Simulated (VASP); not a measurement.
# PbSe (Clausthalite) (Fm-3m) in VASP: a series of runs

The runs below take PbSe (Clausthalite) through dielectric tensor, with PBE, r2SCAN.

All numbers are computed with VASP 6.6.1; they aren't measurements. Logs are shortened: lines on timing, memory, paths and dates and some standing lists are left out, and cuts for length are marked.

## (1) The cell of the first run

Symmetry: Fm-3m, No. 225, cubic system. The conventional cell has a = 6.139 Å, b = 6.139 Å, c = 6.139 Å, α = 90.00°, β = 90.00°, γ = 90.00°. Within 4.0 Å of Pb (site symmetry m-3m) lie 6 Se at 3.07 Å. Se (site symmetry m-3m) has 6 Pb at 3.07 Å within 4.0 Å.

## (2) Dielectric tensor, PBE

Contents of INCAR:

```
PREC = Accurate
ENCUT = 520
EDIFF = 1E-8
ISMEAR = 0
SIGMA = 0.01
LREAL = F
LASPH = T
NELM = 100
ALGO = Normal
ISIF = 2
LWAVE = F
LCHARG = F
GGA = PE
LEPSILON = T
```

Contents of KPOINTS:

```
regular mesh
0
Gamma
  6 6 6
```

Contents of POSCAR:

```
PbSe
1.0
    0.0000000000      3.0696893642      3.0696893642
    3.0696893642      0.0000000000      3.0696893642
    3.0696893642      3.0696893642      0.0000000000
Pb Se
1 1
Direct
    0.0000000000      0.0000000000      0.0000000000
    0.5000000000      0.5000000000      0.5000000000
```

Potentials or basis: VASP PAW PBE potentials, release 64 (Pb_d, Se).

The run is started by

```bash
cat potpaw_PBE.64/Pb_d/POTCAR potpaw_PBE.64/Se/POTCAR > POTCAR
mpirun -np 1 vasp_std > vasp.out
```

OUTCAR:

```text
PREC = Accurate
   ENCUT = 520
   EDIFF = 1E-8
   ISMEAR = 0
   LREAL = F
   LASPH = T
   NELM = 100
   ISIF = 2
   GGA = PE
   LEPSILON = T

 ion  position               nearest neighbor table
   1  0.000  0.000  0.000-   2 3.07   2 3.07   2 3.07   2 3.07   2 3.07   2 3.07
   2  0.500  0.500  0.500-   1 3.07   1 3.07   1 3.07   1 3.07   1 3.07   1 3.07

  LATTYP: Found a face centered cubic cell.
 ALAT       =     6.1393787284

  Lattice vectors:

 A1 = (   0.0000000000,   3.0696893642,   3.0696893642)
 A2 = (   3.0696893642,   0.0000000000,   3.0696893642)
 A3 = (   3.0696893642,   3.0696893642,   0.0000000000)

Analysis of symmetry for initial positions (statically):
=====================================================================
 Subroutine PRICEL returns:
 Original cell was already a primitive cell.

 Routine SETGRP: Setting up the symmetry group for a
 face centered cubic supercell.

 Subroutine GETGRP returns: Found 48 space group operations
 (whereof 48 operations were pure point group operations)
 out of a pool of 48 trial point group operations.

The static configuration has the point symmetry O_h .

Analysis of symmetry for dynamics (positions and initial velocities):
=====================================================================
 Subroutine PRICEL returns:
 Original cell was already a primitive cell.

 Routine SETGRP: Setting up the symmetry group for a
 face centered cubic supercell.

 Subroutine GETGRP returns: Found 48 space group operations
 (whereof 48 operations were pure point group operations)
 out of a pool of 48 trial point group operations.

The dynamic configuration has the point symmetry O_h .

 Subroutine INISYM returns: Found 48 space group operations
 (whereof 48 operations are pure point group operations),
 and found     1 'primitive' translations

----------------------------------------------------------------------------------------

                                     Primitive cell

  volume of cell :      57.8513

  direct lattice vectors                    reciprocal lattice vectors
     0.000000000  3.069689364  3.069689364    -0.162882931  0.162882931  0.162882931
     3.069689364  0.000000000  3.069689364     0.162882931 -0.162882931  0.162882931
[... 414 lines left out ...]
 POSITION                                       TOTAL-FORCE (eV/Angst)
 -----------------------------------------------------------------------------------
      0.00000      0.00000      0.00000         0.000000      0.000000      0.000000
      3.06969      3.06969      3.06969        -0.000000     -0.000000     -0.000000
 -----------------------------------------------------------------------------------
    total drift:                                0.000000     -0.000000     -0.000000

  FREE ENERGIE OF THE ION-ELECTRON SYSTEM (eV)
  ---------------------------------------------------
  free  energy   TOTEN  =        -8.1881735208 eV

  energy  without entropy=       -8.1881735208  energy(sigma->0) =       -8.18817352

 HEAD OF MICROSCOPIC STATIC DIELECTRIC TENSOR (INDEPENDENT PARTICLE, excluding Hartree and local field effects)
 ------------------------------------------------------
          40.189086    -0.000000     0.000000
          -0.000000    40.189086    -0.000000
           0.000000     0.000000    40.189086
 ------------------------------------------------------

 Free energy of the ion-electron system (eV)
  ---------------------------------------------------
  ---------------------------------------------------
  free energy    TOTEN  =        -6.41932033 eV

  energy without entropy =       -6.41932033

------------------------ aborting loop because EDIFF is reached ----------------------------------------

--------------------------------------- Ionic step        2  -------------------------------------------

------------------------ aborting loop because EDIFF is reached ----------------------------------------

--------------------------------------- Ionic step        3  -------------------------------------------

 Free energy of the ion-electron system (eV)
  ---------------------------------------------------
  ---------------------------------------------------
  free energy    TOTEN  =        -6.41930551 eV

  energy without entropy =       -6.41930551

------------------------ aborting loop because EDIFF is reached ----------------------------------------

 PIEZOELECTRIC TENSOR FIELD DIRECTION 3  (e Angst)
 -----------------------------------------------------------------------------
     0.00397  0.00000  0.00000           (  0.00001  0.00000  0.00000)
     0.00000  0.00397 -0.00000           (  0.00000  0.00001 -0.00000)
     0.00000  0.00000 -0.00204           (  0.00000 -0.00000  0.00002)

 PIEZOELECTRIC TENSOR FIELD DIRECTION 3  (C/m^2)
 -----------------------------------------------------------------------------
     0.00110  0.00000  0.00000
     0.00000  0.00110 -0.00000
     0.00000  0.00000 -0.00056

 MACROSCOPIC STATIC DIELECTRIC TENSOR (including local field effects in DFT)
 ------------------------------------------------------
          39.294826    -0.000000     0.000000
           0.000000    39.294826     0.000000
          -0.000000     0.000000    39.294826
 ------------------------------------------------------

 PIEZOELECTRIC TENSOR (including local field effects)  for field in x, y, z        (e  Angst)
          XX          YY          ZZ          XY          YZ          ZX
  --------------------------------------------------------------------------------
  x     0.00000     0.00000     0.00000     0.00000     0.00000     0.00000
  y     0.00000     0.00000     0.00000     0.00000     0.00000     0.00000
  z     0.00000     0.00000     0.00000     0.00000     0.00000     0.00000

 PIEZOELECTRIC TENSOR (including local field effects)  for field in x, y, z        (C/m^2)
          XX          YY          ZZ          XY          YZ          ZX
  --------------------------------------------------------------------------------
  x     0.00000     0.00000     0.00000     0.00000     0.00000     0.00000
  y     0.00000     0.00000     0.00000     0.00000     0.00000     0.00000
  z     0.00000     0.00000     0.00000     0.00000     0.00000     0.00000

 BORN EFFECTIVE CHARGES (including local field effects) (in |e|, cummulative output)
 ---------------------------------------------------------------------------------
 ion    1
    1     3.16296     0.00000     0.00000
    2     0.00000     3.16296     0.00000
    3     0.00000     0.00000     3.16296
 ion    2
    1    -3.16296     0.00000     0.00000
    2     0.00000    -3.16296     0.00000
    3     0.00000     0.00000    -3.16296
```

It took 1.8 min on 1 thread of AMD EPYC 9R45 (Zen 5), shared host; peak memory 0.21 GiB.

What came out:

```yaml
Band_gap_on_the_k_mesh: 0.32 eV, direct
Electronic_dielectric_tensor_diagonal: 39.29
Born_charges_mean_of_the_diagonal: Pb +3.16; Se -3.16 e
```

Levels at points of the mesh, in eV from the valence-band top:
| k point | band 6 | band 7 | band 8 | band 9 | band 10 | band 11 | band 12 | band 13 | band 14 |
| --- | --- | --- | --- | --- | --- | --- | --- | --- | --- |
| (0.00, 0.00, 0.00) | -13.51 | -6.31 | -1.83 | -1.83 | -1.83 | 4.70 | 4.70 | 4.70 | 6.54 |
| (0.50, 0.00, 0.00) | -12.47 | -8.75 | -1.43 | -1.43 | 0.00 | 0.32 | 1.73 | 1.73 | 8.55 |
| (0.50, 0.50, 0.00) | -12.11 | -7.36 | -4.90 | -3.17 | -3.17 | 3.74 | 5.58 | 5.58 | 6.02 |

Electronic dielectric tensor:
```
39.29  0.00  0.00
 0.00 39.29  0.00
 0.00  0.00 39.29
```

Born effective charge tensors (e):
atom 1, Pb
```
3.16 0.00 0.00
0.00 3.16 0.00
0.00 0.00 3.16
```
atom 2, Se
```
-3.16  0.00  0.00
 0.00 -3.16  0.00
 0.00  0.00 -3.16
```

Caveat: the gap is small at this level, which inflates the dielectric constant; spin-orbit coupling is left out, which moves the levels of the heavy elements. A k mesh can miss the band edges.

## (3) Dielectric tensor, r2SCAN

Contents of INCAR:

```
ALGO = Normal ; EDIFF = 1E-8
ENCUT = 520 ; ISIF = 2
ISMEAR = 0 ; LASPH = True
LCALCEPS = True ; LCHARG = False
LMIXTAU = True ; LREAL = False
LWAVE = False ; METAGGA = R2SCAN
NELM = 60 ; PREC = Accurate
SIGMA = 0.01
```

Contents of KPOINTS:

```
k-points
0
Gamma
  6 6 6
```

POSCAR is that of step 2.

Potentials or basis: VASP PAW PBE potentials, release 64 (Pb_d, Se).

The run is started by

```bash
cat potpaw_PBE.64/Pb_d/POTCAR potpaw_PBE.64/Se/POTCAR > POTCAR
mpirun -np 1 vasp_std > vasp.out
```

OUTCAR:

```text
EDIFF = 1E-8
   ENCUT = 520
   ISIF = 2
   ISMEAR = 0
   LASPH = True
   LREAL = False
   METAGGA = R2SCAN
   NELM = 60
   PREC = Accurate

 ion  position               nearest neighbor table
   1  0.000  0.000  0.000-   2 3.07   2 3.07   2 3.07   2 3.07   2 3.07   2 3.07
   2  0.500  0.500  0.500-   1 3.07   1 3.07   1 3.07   1 3.07   1 3.07   1 3.07

  LATTYP: Found a face centered cubic cell.
 ALAT       =     6.1393787284

  Lattice vectors:

 A1 = (   0.0000000000,   3.0696893642,   3.0696893642)
 A2 = (   3.0696893642,   0.0000000000,   3.0696893642)
 A3 = (   3.0696893642,   3.0696893642,   0.0000000000)

Analysis of symmetry for initial positions (statically):
=====================================================================
 Subroutine PRICEL returns:
 Original cell was already a primitive cell.

 Routine SETGRP: Setting up the symmetry group for a
 face centered cubic supercell.

 Subroutine GETGRP returns: Found 48 space group operations
 (whereof 48 operations were pure point group operations)
 out of a pool of 48 trial point group operations.

The static configuration has the point symmetry O_h .

Analysis of symmetry for dynamics (positions and initial velocities):
=====================================================================
 Subroutine PRICEL returns:
 Original cell was already a primitive cell.

 Routine SETGRP: Setting up the symmetry group for a
 face centered cubic supercell.

 Subroutine GETGRP returns: Found 48 space group operations
 (whereof 48 operations were pure point group operations)
 out of a pool of 48 trial point group operations.

The dynamic configuration has the point symmetry O_h .

 Subroutine INISYM returns: Found 48 space group operations
 (whereof 48 operations are pure point group operations),
 and found     1 'primitive' translations

----------------------------------------------------------------------------------------

                                     Primitive cell

  volume of cell :      57.8513

  direct lattice vectors                    reciprocal lattice vectors
     0.000000000  3.069689364  3.069689364    -0.162882931  0.162882931  0.162882931
     3.069689364  0.000000000  3.069689364     0.162882931 -0.162882931  0.162882931
     3.069689364  3.069689364  0.000000000     0.162882931  0.162882931 -0.162882931

  length of vectors
     4.341196331  4.341196331  4.341196331     0.282121512  0.282121512  0.282121512

  position of ions in fractional coordinates (direct lattice)
     0.000000000  0.000000000  0.000000000
     0.500000000  0.500000000  0.500000000

  ion indices of the primitive-cell ions
   primitive index   ion index
                 1           1
                 2           2

----------------------------------------------------------------------------------------

 KPOINTS: k-points

Automatic generation of k-mesh.
 Grid dimensions read from file:
 generate k-points for:    6    6    6

 Generating k-lattice:

  Cartesian coordinates                     Fractional coordinates (reciprocal lattice)
    -0.027147155  0.027147155  0.027147155     0.166666667  0.000000000  0.000000000
     0.027147155 -0.027147155  0.027147155     0.000000000  0.166666667  0.000000000
     0.027147155  0.027147155 -0.027147155     0.000000000  0.000000000  0.166666667
[... 76 lines left out ...]
   IVDW    =     0    specifies the selected vdW correction
   LEPSILON=     F    determine dielectric tensor
   LRPA    =     F    only Hartree local field effects (RPA)
   LRPA       =     F
 non-spin polarized calculation
 Gauss-broadening in eV      SIGMA  =   0.01
  energy-cutoff  :      520.00
  volume of cell :       57.85
 maximum number of plane-waves:      1588
   NGX = 17   NGY = 17   NGZ = 17

 Total electronic dipole moment: p[elc]=(    -0.00000    -0.00000    -0.00000 ) |e| Angst

 Total electronic dipole moment: p[elc]=(     0.00000    -0.00000     0.00000 ) |e| Angst

 number of electron      19.9999997 magnetization

 Free energy of the ion-electron system (eV)
  ---------------------------------------------------
  ext. energy  EPLUGINS =         0.00000000
  ---------------------------------------------------
  free energy    TOTEN  =       -71.93788508 eV

  energy without entropy =      -71.93788508  energy(sigma->0) =      -71.93788508

 E-fermi :   4.8588     XC(G=0): -10.0251

 val. band max:        4.8016516085   @ k =   0.5000   0.0000   0.0000
 cond. band min:   10000.0000000000   @ k =   0.0000   0.0000   0.0000
 fundamental gap:   9995.1983483915
 Fermi energy:         4.8587801377

 k-point     1 :       0.0000    0.0000    0.0000
  band No.  band energies     occupation
      1     -12.6449      2.00000
      2     -12.6448      2.00000
      3     -12.6448      2.00000
      4     -12.6413      2.00000
      5     -12.6413      2.00000
      6      -9.2676      2.00000
      7      -1.5617      2.00000
      8       2.8180      2.00000
      9       2.8181      2.00000
     10       2.8181      2.00000
     11   10000.0000      0.00000
     12   10000.0000      0.00000
     13   10000.0000      0.00000
     14   10000.0000      0.00000
[... 377 lines left out ...]
      1     -12.6843      2.00000
      2     -12.6480      2.00000
      3     -12.6441      2.00000
      4     -12.6254      2.00000
      5     -12.6181      2.00000
      6      -8.5483      2.00000
      7      -3.1152      2.00000
      8       2.3160      2.00000
      9       2.3683      2.00000
     10       3.4215      2.00000
     11   10000.0000      0.00000
     12   10000.0000      0.00000
     13   10000.0000      0.00000
     14   10000.0000      0.00000

 [... further k-points ...]

------------------------ aborting loop because EDIFF is reached ----------------------------------------

            Ionic dipole moment: p[ion]=(   -18.41814   -18.41814   -18.41814 ) |e| Angst

 Total electronic dipole moment: p[elc]=(     0.00050     0.00050     0.05281 ) |e| Angst

 MACROSCOPIC STATIC DIELECTRIC TENSOR (including local field effects)
 ------------------------------------------------------
          17.517856     0.000000     0.000000
           0.000000    17.517856    -0.000000
          -0.000000    -0.000000    17.517856
 ------------------------------------------------------

 PIEZOELECTRIC TENSOR (including local field effects) (e Angst)
          XX          YY          ZZ          XY          YZ          ZX
  --------------------------------------------------------------------------------
  x     0.00000     0.00000     0.00000     0.00000     0.00000     0.00000
  y     0.00000     0.00000     0.00000     0.00000     0.00000     0.00000
  z     0.00000     0.00000     0.00000     0.00000     0.00000     0.00000

 PIEZOELECTRIC TENSOR (including local field effects) (C/m^2)
          XX          YY          ZZ          XY          YZ          ZX
  --------------------------------------------------------------------------------
  x     0.00000     0.00000     0.00000     0.00000     0.00000     0.00000
  y     0.00000     0.00000     0.00000     0.00000     0.00000     0.00000
  z     0.00000     0.00000     0.00000     0.00000     0.00000     0.00000

 BORN EFFECTIVE CHARGES (including local field effects) (in |e|, cummulative output)
 ---------------------------------------------------------------------------------
 ion    1
    1     4.67456     0.00000     0.00000
    2    -0.00000     4.67456    -0.00000
    3    -0.00000     0.00000     4.67456
 ion    2
    1    -4.67456     0.00000     0.00000
    2     0.00000    -4.67456     0.00000
    3     0.00000    -0.00000    -4.67456

  FORCE on cell =-STRESS in cart. coord.  units (eV):
  Direction    XX          YY          ZZ          XY          YZ          ZX
  --------------------------------------------------------------------------------------
  -------------------------------------------------------------------------------------
  Total        0.3544935      0.3544935      0.3544935      0.0000000      0.0000000     -0.0000000
  in kB        9.8176065      9.8176065      9.8176065      0.0000000      0.0000000     -0.0000000
  external PRESSURE =       9.8176065 kB  Pullay stress =       0.0000000 kB

 VOLUME and BASIS-vectors are now :
 -----------------------------------------------------------------------------
  energy-cutoff  :      520.00
  volume of cell :       57.85
      direct lattice vectors                 reciprocal lattice vectors
     0.000000000  3.069689364  3.069689364    -0.162882931  0.162882931  0.162882931
     3.069689364  0.000000000  3.069689364     0.162882931 -0.162882931  0.162882931
     3.069689364  3.069689364  0.000000000     0.162882931  0.162882931 -0.162882931

 POSITION                                       TOTAL-FORCE (eV/Angst)
 -----------------------------------------------------------------------------------
      0.00000      0.00000      0.00000        -0.000000     -0.000000     -0.000000
      3.06969      3.06969      3.06969         0.000000      0.000000      0.000000
 -----------------------------------------------------------------------------------
    total drift:                                0.000000     -0.000000     -0.000000

  FREE ENERGIE OF THE ION-ELECTRON SYSTEM (eV)
  ---------------------------------------------------
  free  energy   TOTEN  =       -71.9378850790 eV

  energy  without entropy=      -71.9378850790  energy(sigma->0) =      -71.93788508
```

OSZICAR:

```text
N       E                     dE             d eps       ncg     rms          rms(c)
DAV:   1     0.990077599137E+02    0.99008E+02   -0.99088E+03   448   0.147E+03
DAV:   2    -0.633366178137E+02   -0.16234E+03   -0.15746E+03   484   0.367E+02
[... 13 lines left out ...]
DMP:  34    -0.719378850127E+02   -0.19851E-07   -0.18215E-07   952   0.201E-07   0.490E-07
DMP:  35    -0.719378850303E+02   -0.17639E-07   -0.15724E-07   952   0.173E-07   0.423E-07
DMP:  36    -0.719378850449E+02   -0.14637E-07   -0.13574E-07   952   0.150E-07   0.365E-07
DMP:  37    -0.719378850583E+02   -0.13415E-07   -0.11718E-07   952   0.129E-07   0.315E-07
DMP:  38    -0.719378850695E+02   -0.11190E-07   -0.10116E-07   952   0.111E-07   0.272E-07
DMP:  39    -0.719378850790E+02   -0.95019E-08   -0.87328E-08   952   0.963E-08   0.235E-07
   1 F= -.71937885E+02 E0= -.71937885E+02  d E =-.694243E-18
```

stdout:

```text
POSCAR found type information on POSCAR PbSe
 POSCAR found :  2 types and       2 ions
 scaLAPACK will be used
 -----------------------------------------------------------------------------
|                                                                             |
[... 112 lines left out ...]
 final diagonalization full
 p_tot=( -0.184E+02 -0.184E+02 -0.184E+02 )
dp_tot=(  0.528E-01  0.498E-03  0.498E-03 )  diag[e(oo)]=( 17.51791    ---      ---   )
 -----------------------------------------------------------------------------
|                                                                             |
|           W    W    AA    RRRRR   N    N  II  N    N   GGGG   !!!           |
|           W    W   A  A   R    R  NN   N  II  N
```

Run time: 42 min. Hardware: 1 thread of Intel Xeon Platinum 8488C (Sapphire Rapids), shared host; peak memory 0.39 GiB.

Results:

- Band gap on the k mesh: 0.61 eV, direct
- Electronic dielectric tensor (diagonal): 17.52
- Born charges (mean of the diagonal): Pb +4.67; Se -4.67 e

Electronic dielectric tensor:
```
17.52  0.00  0.00
 0.00 17.52  0.00
 0.00  0.00 17.52
```

Born effective charge tensors (e):
atom 1, Pb
```
4.67 0.00 0.00
0.00 4.67 0.00
0.00 0.00 4.67
```
atom 2, Se
```
-4.67  0.00  0.00
 0.00 -4.67  0.00
 0.00  0.00 -4.67
```

Dipole moments of the cell (e·Å, modulo the quantum): ionic -18.418, -18.418, -18.418; electronic 0.001, 0.001, 0.053

Caveat: the gap is small at this level, which inflates the dielectric constant; the PAW data sets were made with another functional, which shifts forces and pressure a little; spin-orbit coupling is left out, which moves the levels of the heavy elements. A k mesh can miss the band edges.
